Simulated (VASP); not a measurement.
# Rb3B4Pb (Pm-3m) in VASP: further runs, part 2 of 2

VASP 6.6.1. Earlier steps stand in the parts before.

## (3) Single point, PBE

This run uses another cell than the first one, of 28.72 Å³/atom, 1.314 times its volume.

File INCAR:

```
SYSTEM = Rb3B4Pb
ALGO = Normal ; EDIFF = 1E-7
ENCUT = 520 ; GGA = PE
ISIF = 2 ; ISMEAR = 0
LASPH = .TRUE. ; LCHARG = .FALSE.
LREAL = .FALSE. ; LWAVE = .FALSE.
NBANDS = 36 ; NELM = 80
PREC = Accurate ; SIGMA = 0.1
```

File KPOINTS:

```
k-points
0
G
  4 4 4
  0 0 0
```

File POSCAR:

```
Rb3B4Pb
1.0
    6.1250510368      0.0000000000      0.0000000000
    0.0000000000      6.1250510368      0.0000000000
    0.0000000000      0.0000000000      6.1250510368
Rb B Pb
3 4 1
Direct
    0.5000000000      0.0000000000      0.0000000000
    0.0000000000      0.5000000000      0.0000000000
    0.0000000000      0.0000000000      0.5000000000
    0.0000000000      0.5000000000      0.5000000000
    0.5000000000      0.0000000000      0.5000000000
    0.5000000000      0.5000000000      0.0000000000
    0.0000000000      0.0000000000      0.0000000000
    0.5000000000      0.5000000000      0.5000000000
```

Potentials or basis: VASP PAW PBE potentials, release 64 (Rb_sv, B, Pb_d).

The run is started by

```console
cat potpaw_PBE.64/Rb_sv/POTCAR potpaw_PBE.64/B/POTCAR potpaw_PBE.64/Pb_d/POTCAR > POTCAR
mpirun -np 1 vasp_std > vasp.out
```

OUTCAR:

```text
SYSTEM = Rb3B4Pb
   EDIFF = 1E-7
   ENCUT = 520
   GGA = PE
   ISIF = 2
   ISMEAR = 0
   LASPH = .TRUE.
   LREAL = .FALSE.
   NELM = 80
   PREC = Accurate

 ion  position               nearest neighbor table
   1  0.500  0.000  0.000-   5 3.06   6 3.06   7 3.06   5 3.06   6 3.06   7 3.06   3 4.33   3 4.33
                             8 4.33   2 4.33   2 4.33   8 4.33   8 4.33   2 4.33   3 4.33   8 4.33
   2  0.000  0.500  0.000-   4 3.06   6 3.06   7 3.06   4 3.06   7 3.06   6 3.06   3 4.33   3 4.33
                             8 4.33   1 4.33   3 4.33   1 4.33   3 4.33   1 4.33   8 4.33   8 4.33
   3  0.000  0.000  0.500-   4 3.06   5 3.06   7 3.06   7 3.06   4 3.06   5 3.06   1 4.33   2 4.33
                             2 4.33   2 4.33   1 4.33   8 4.33   2 4.33   1 4.33   8 4.33   8 4.33
[... 593 lines left out ...]
  external PRESSURE =       2.1855412 kB  Pullay stress =       0.0000000 kB

 VOLUME and BASIS-vectors are now :
 -----------------------------------------------------------------------------
  energy-cutoff  :      520.00
  volume of cell :      229.79
      direct lattice vectors                 reciprocal lattice vectors
     6.125051037  0.000000000  0.000000000     0.163263946  0.000000000  0.000000000
     0.000000000  6.125051037  0.000000000     0.000000000  0.163263946  0.000000000
     0.000000000  0.000000000  6.125051037     0.000000000  0.000000000  0.163263946

 POSITION                                       TOTAL-FORCE (eV/Angst)
 -----------------------------------------------------------------------------------
      3.06253      0.00000      0.00000         0.000000      0.000000      0.000000
      0.00000      3.06253      0.00000         0.000000      0.000000      0.000000
      0.00000      0.00000      3.06253         0.000000      0.000000      0.000000
      0.00000      3.06253      3.06253         0.000000      0.000000      0.000000
      3.06253      0.00000      3.06253         0.000000      0.000000      0.000000
      3.06253      3.06253      0.00000         0.000000      0.000000      0.000000
      0.00000      0.00000      0.00000         0.000000      0.000000      0.000000
      3.06253      3.06253      3.06253         0.000000      0.000000      0.000000
 -----------------------------------------------------------------------------------
    total drift:                                0.000000     -0.000000      0.000000

  FREE ENERGIE OF THE ION-ELECTRON SYSTEM (eV)
  ---------------------------------------------------
  free  energy   TOTEN  =       -16.8270334522 eV

  energy  without entropy=      -16.8068915441  energy(sigma->0) =      -16.81696250
```

OSZICAR:

```text
N       E                     dE             d eps       ncg     rms          rms(c)
DAV:   1     0.403144212885E+03    0.40314E+03   -0.22575E+04   720   0.130E+03
DAV:   2     0.287581149212E+02   -0.37439E+03   -0.35916E+03   816   0.309E+02
DAV:   3    -0.143263634806E+02   -0.43084E+02   -0.41748E+02  1004   0.107E+02
DAV:   4    -0.170292447696E+02   -0.27029E+01   -0.26726E+01  1004   0.245E+01
DAV:   5    -0.171896675562E+02   -0.16042E+00   -0.16028E+00  1112   0.505E+00    0.688E+00
DAV:   6    -0.170963168608E+02    0.93351E-01   -0.43037E+00   828   0.422E+00    0.470E+00
DAV:   7    -0.168612974157E+02    0.23502E+00   -0.28165E+00   884   0.209E+00    0.382E+00
DAV:   8    -0.168258821948E+02    0.35415E-01   -0.32318E-01   872   0.139E+00    0.118E+00
DAV:   9    -0.168271512224E+02   -0.12690E-02   -0.36517E-02   916   0.713E-01    0.222E-01
DAV:  10    -0.168270308112E+02    0.12041E-03   -0.41992E-03   920   0.216E-01    0.628E-02
DAV:  11    -0.168270202725E+02    0.10539E-04   -0.71128E-04   892   0.111E-01    0.218E-02
DAV:  12    -0.168270356943E+02   -0.15422E-04   -0.12184E-04   888   0.511E-02    0.898E-03
DAV:  13    -0.168270334088E+02    0.22855E-05   -0.15874E-05   796   0.140E-02    0.244E-03
DAV:  14    -0.168270334572E+02   -0.48427E-07   -0.29275E-06   940   0.761E-03    0.108E-03
DAV:  15    -0.168270334522E+02    0.50450E-08   -0.49551E-07   704   0.251E-03
   1 F= -.16827033E+02 E0= -.16816962E+02  d E =-.201419E-01
```

stdout:

```text
POSCAR found type information on POSCAR RbB Pb
 POSCAR found :  3 types and       8 ions
 scaLAPACK will be used
 LDA part: xc-table for (Slater+PW92), standard interpolation
 POSCAR, INCAR and KPOINTS ok, starting setup
 FFT: planning ... GRIDC
 FFT: planning ... GRID_SOFT
 FFT: planning ... GRID
 WAVECAR not read
 entering main loop
```

Wall time 93 s (1 thread of AMD EPYC 7R13 (Zen 3), shared host); peak memory 0.33 GiB.

What came out:

```
Free energy : -16.8270 eV
Pressure    : 0.2 GPa
```

Levels at points of the mesh, in eV from the Fermi level:
| k point | band 22 | band 23 | band 24 | band 25 | band 26 | band 27 | band 28 | band 29 | band 30 | band 31 |
| --- | --- | --- | --- | --- | --- | --- | --- | --- | --- | --- |
| (0.00, 0.00, 0.00) | -4.12 | -1.65 | -1.65 | -1.65 | 0.54 | 0.54 | 0.54 | 0.98 | 0.98 | 0.98 |
| (0.50, 0.00, 0.00) | -4.34 | -1.67 | -1.67 | -0.56 | -0.27 | 0.00 | 0.29 | 0.29 | 0.85 | 0.85 |
| (0.50, 0.50, 0.00) | -4.40 | -1.68 | -0.89 | -0.89 | -0.65 | 0.16 | 0.16 | 0.32 | 0.37 | 0.57 |
| (0.50, 0.50, 0.50) | -4.80 | -1.34 | -1.34 | -1.34 | 0.21 | 0.21 | 0.21 | 0.22 | 0.22 | 0.22 |

Caveat: spin-orbit coupling is left out, which moves the levels of the heavy elements.

## (4) Single point, PBE

This run uses another cell than the first one, of 28.72 Å³/atom, 1.314 times its volume.

File INCAR:

```
SYSTEM = Rb3B4Pb
PREC = Accurate ; ENCUT = 520
EDIFF = 1E-6 ; ISMEAR = 0
SIGMA = 0.1 ; LREAL = .FALSE.
LASPH = .TRUE. ; NELM = 100
ALGO = Normal ; ISIF = 2
LWAVE = .FALSE. ; LCHARG = .FALSE.
GGA = PE ; NBANDS = 36
```

File KPOINTS:

```
Automatic mesh
0
G
  6 6 6
  0 0 0
```

POSCAR is that of step 3.

The run is started by

```console
cat potpaw_PBE.64/Rb_sv/POTCAR potpaw_PBE.64/B/POTCAR potpaw_PBE.64/Pb_d/POTCAR > POTCAR
mpirun -np 1 vasp_std > vasp.out
```

It took 2.8 min on 1 thread of AMD EPYC 7R13 (Zen 3), shared host; peak memory 0.38 GiB.

Results (log left out):

* Free energy: -16.7161 eV
* Pressure: 0.0 GPa

Levels at points of the mesh, in eV from the Fermi level:
```tsv
k point	band 23	band 24	band 25	band 26	band 27	band 28	band 29	band 30
(0.00, 0.00, 0.00)	-1.71	-1.71	-1.71	0.54	0.54	0.54	0.97	0.97
(0.50, 0.00, 0.00)	-1.74	-1.74	-0.58	-0.26	-0.01	0.29	0.29	0.84
(0.50, 0.50, 0.00)	-1.75	-0.90	-0.90	-0.66	0.16	0.16	0.31	0.38
(0.50, 0.50, 0.50)	-1.35	-1.35	-1.35	0.21	0.21	0.21	0.21	0.21
```

Caveat: spin-orbit coupling is left out, which moves the levels of the heavy elements.

## (5) The runs side by side

| cell | k mesh | gap on the mesh (eV) | pressure (GPa) |
| --- | --- | --- | --- |
| a = 5.593 Å, 8 atoms | 4 × 4 × 4 | none | 8.5 |
| a = 6.125 Å, 8 atoms | 4 × 4 × 4 | none | 0.2 |
| a = 6.125 Å, 8 atoms | 6 × 6 × 6 | none | 0.0 |

Alike in all rows: task single point; level PBE; potentials or basis VASP PAW PBE potentials, release 64 (Rb_sv, B, Pb_d); no spin polarisation; cutoff (eV) 520; smearing gaussian 0.1 eV.

Caveats: spin-orbit coupling is left out, which moves the levels of the heavy elements.

Total energies depend on the potentials used, so only differences within one code and one set of settings carry meaning.
